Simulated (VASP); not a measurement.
GaOs4:

```
Ga Os
1.0
     3.88925   -3.90333    0.00000
     3.88925    3.90333    0.00000
     0.00000    0.00000    2.71253
Ga Os
1 4
Direct
  0.00000 0.00000 0.50000
  0.28532 0.71468 0.00000
  0.71468 0.28532 0.00000
  0.68153 0.68153 0.50000
  0.31847 0.31847 0.50000
```

The cell was generated, and may not be a known phase.

```yaml
Program: VASP 6.6.1
Task: relaxation of cell and atoms
Functional: PBE
Potentials_or_basis: VASP PAW PBE potentials, release 64 (Ga_d, Os)
Cutoff: 600 eV
k_mesh: 6 × 6 × 12
Occupations: gaussian, width 0.1 eV
Spin: no spin polarisation
```

At the start: pressure 0.5 GPa; volume 16.47 Å³/atom.

Question: How do energy, volume and symmetry change on relaxing?

Answer: Over 27 steps the energy falls by 3.9 meV/atom and the volume is 16.52 Å³/atom (+0.3 %); space group Cmmm (No. 65, to 0.1 Å) before and after.

Step by step:
```tsv
step	energy change (eV)	largest force (eV/Å)	pressure (GPa)	volume (Å³)
1	0.0000	0.2086	0.52	82.36
2	0.0028	0.1161	-1.26	82.99
3	-0.0051	0.1018	-0.31	82.64
4	-0.0055	0.1614	0.83	82.36
5	-0.0057	0.1162	0.38	82.47
6	-0.0066	0.1021	0.33	82.50
7	-0.0085	0.0669	0.15	82.58
8	-0.0104	0.0208	-0.20	82.75
9	-0.0109	0.0379	-0.38	82.83
10	-0.0120	0.0418	-0.05	82.74
11	-0.0141	0.1214	0.91	82.45
12	-0.0143	0.1550	1.29	82.34
13	-0.0146	0.1535	1.29	82.33
14	-0.0154	0.1499	1.29	82.32
15	-0.0166	0.1444	1.27	82.29
16	-0.0172	0.1358	1.22	82.23
17	-0.0183	0.0887	0.77	82.35
18	-0.0191	0.0232	-0.04	82.58
19	-0.0191	0.0268	-0.09	82.59
20	-0.0192	0.0239	-0.04	82.58
21	-0.0193	0.0196	0.03	82.58
22	-0.0193	0.0208	0.04	82.58
23	-0.0193	0.0201	0.06	82.57
24	-0.0193	0.0204	0.05	82.57
25	-0.0193	0.0210	0.04	82.57
26	-0.0193	0.0156	0.03	82.58
27	-0.0193	0.0040	-0.01	82.61
```

Final structure:
```yaml
crystal:
  lattice:
    - [4.04488, -3.74699, 0.00000]
    - [4.04488, 3.74699, 0.00000]
    - [0.00000, 0.00000, 2.72526]
  atoms:
    - { symbol: Ga, position: [0.00000, 0.00000, 0.50000] }
    - { symbol: Os, position: [0.29538, 0.70462, 0.00000] }
    - { symbol: Os, position: [0.70462, 0.29538, 0.00000] }
    - { symbol: Os, position: [0.69150, 0.69150, 0.50000] }
    - { symbol: Os, position: [0.30850, 0.30850, 0.50000] }
```
